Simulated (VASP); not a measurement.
A run of VASP 6.6.1 is set up as follows.

File INCAR:

```
SYSTEM = Ge
PREC = Accurate
ENCUT = 520
EDIFF = 1E-6
ISMEAR = 0
SIGMA = 0.1
LREAL = .FALSE.
LASPH = .TRUE.
NELM = 80
ALGO = Normal
ISIF = 2
LWAVE = .FALSE.
LCHARG = .FALSE.
LDIPOL = .TRUE.
IDIPOL = 3
DIPOL = 0.5 0.5 0.415
GGA = PE
IVDW = 12
NBANDS = 36
```

KPOINTS

```
Automatic mesh
0
G
  9 9 1
  0 0 0
```

POSCAR

```
Ge
1.0
    4.0226895460      0.0000000000      0.0000000000
   -2.0113447730      3.4837513384      0.0000000000
    0.0000000000      0.0000000000     18.8685220369
Ge
4
Direct
    0.3333333333      0.6666666667      0.2747571330
    0.6666666667      0.3333333333      0.2384924474
    0.5555555556      0.4444444444      0.5919129233
    0.8888888889      0.1111111111      0.5556482377
```

Potentials or basis: VASP PAW PBE potentials, release 64 (Ge_d).

The run is started by

```bash
$ cat potpaw_PBE.64/Ge_d/POTCAR > POTCAR
$ mpirun -np 1 vasp_std > vasp.out
```

Problem. What does it give for the largest force?

Solution. 0.043 eV/Å.

Problem. Estimate the dispersion energy per atom.

Solution. -0.172 eV.

Problem. What does it give for the band gap on the k mesh?

Solution. 0.07 eV.

Forces on the atoms (eV/Å):
```
Ge   0.001 -0.001  0.043
Ge   0.000  0.000  0.011
Ge   0.000  0.000 -0.011
Ge  -0.001  0.001 -0.043
```

Caveat: the cell differs from its parent crystal (layers slid over each other).
